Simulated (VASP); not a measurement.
Si2BiTe2:

```
Si Bi Te
1.0
    -3.20209    3.20209    3.12463
     3.20209   -3.20209    3.12463
     3.20209    3.20209   -3.12463
Si Bi Te
2 1 2
Direct
  0.17448 0.17448 0.00000
  0.82552 0.82552 0.00000
  0.50000 0.50000 0.00000
  0.50000 0.00000 0.50000
  0.00000 0.50000 0.50000
```

| Quantity | Value |
| --- | --- |
| Program | VASP 6.6.1 |
| Task | relaxation of cell and atoms |
| Functional | PBE |
| Potentials or basis | VASP PAW PBE potentials, release 64 (Si, Bi_d, Te) |
| Cutoff | 600 eV |
| k mesh | 4 × 4 × 4 |
| Occupations | gaussian, width 0.1 eV |
| Spin | no spin polarisation |

At the start: pressure 26.2 GPa; volume 25.63 Å³/atom.

Problem. How do energy, volume and symmetry change on relaxing?

Solution. Over 29 steps the energy falls by 1513.0 meV/atom and the volume is 30.72 Å³/atom (+19.8 %); space group I4/mmm (No. 139, to 0.05 Å).

The path:
```tsv
step	energy change (eV)	largest force (eV/Å)	pressure (GPa)	volume (Å³)
1	0.0000	11.7486	26.15	128.15
2	-0.3599	26.9540	5.97	209.35
3	-2.6026	19.9634	3.65	195.37
4	-4.0451	2.2949	-7.64	268.59
5	-5.8278	0.1720	-4.64	232.95
6	-5.8511	0.4886	-4.49	230.68
7	-5.8645	1.3208	-4.13	225.95
8	-5.8660	1.1723	-4.19	226.68
9	-6.3705	1.3199	-3.04	208.74
10	-6.7808	1.6116	-0.48	186.58
11	-6.8032	1.7480	1.01	178.35
12	-6.8051	1.7221	0.70	179.90
13	-6.9047	0.4489	0.04	178.77
14	-6.9123	0.0429	-0.15	178.32
15	-6.9590	0.0573	-0.44	177.50
16	-7.1311	0.0733	-1.36	174.81
17	-7.4123	0.4787	-2.62	168.30
18	-7.4227	0.5091	-2.63	166.46
19	-7.4221	0.5014	-2.63	167.28
20	-7.4463	0.4465	-2.46	165.50
21	-7.4741	0.2898	-1.90	161.40
22	-7.5004	0.2422	-1.66	160.26
23	-7.5527	0.0973	-0.82	156.85
24	-7.5300	0.0896	1.25	150.08
25	-7.5641	0.0439	-0.22	154.56
26	-7.5643	0.0399	-0.12	154.25
27	-7.5642	0.0381	-0.08	154.11
28	-7.5645	0.0387	-0.08	153.98
29	-7.5649	0.0399	0.02	153.58
```

Final structure:
```
CELL_PARAMETERS angstrom
-3.01658 3.01658 4.21939
3.01658 -3.01658 4.21939
3.01658 3.01658 -4.21939
ATOMIC_POSITIONS crystal
Si 0.13471 0.13471 0.00000
Si 0.86529 0.86529 0.00000
Bi 0.50000 0.50000 0.00000
Te 0.50000 0.00000 0.50000
Te 0.00000 0.50000 0.50000
```

Caveat: the volume moved by over 15 % at a fixed basis, so the end points are rough.
